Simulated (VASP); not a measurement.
Here is a VASP 6.6.1 calculation.

File INCAR:

```
SYSTEM = Cu
  PREC = Accurate
  ENCUT = 600
  EDIFF = 1E-7
  ISMEAR = 0
  SIGMA = 0.1
  LREAL = .FALSE.
  LASPH = .TRUE.
  NELM = 100
  ALGO = Normal
  ISIF = 3
  LWAVE = .FALSE.
  LCHARG = .FALSE.
  GGA = PS
  IBRION = 2
  NSW = 100
  EDIFFG = -0.005
```

Contents of KPOINTS:

```
regular mesh
0
G
  18 18 10
  0 0 0
```

Contents of POSCAR:

```
Cu
1.0
    2.5561910000      0.0000000000      0.0000000000
   -1.2780960000      2.2137260000      0.0000000000
    0.0000000000      0.0000000000      4.1742420000
Cu
2
Direct
    0.0000000000      0.0000000000      0.0000000000
    0.3333333300      0.6666666700      0.5000000000
```

Potentials or basis: VASP PAW PBE potentials, release 64 (Cu).

The run is started by

```sh
$ cat potpaw_PBE.64/Cu/POTCAR > POTCAR
$ mpirun -np 1 vasp_std > vasp.out
```

Problem. Estimate the relaxed volume.

Solution. 11.38 Å³/atom.

Problem. Estimate the space group after relaxing (to 0.05 Å).

Solution. P6_3/mmc (No. 194).

Problem. Estimate the band gap on the k mesh.

Solution. Zero (band 11 reaches 11.98 eV, above the bottom of band 12 at 5.87 eV).

Step by step:
```
step  energy change (eV)  largest force (eV/Å)  pressure (GPa)  volume (Å³)
   1              0.0000                0.0000           -5.49        23.62
   2             -0.0097                0.0000            3.75        22.27
   3             -0.0154                0.0000            0.01        22.76
```

Caveat: the PAW data sets were made with another functional, which shifts forces and pressure a little.
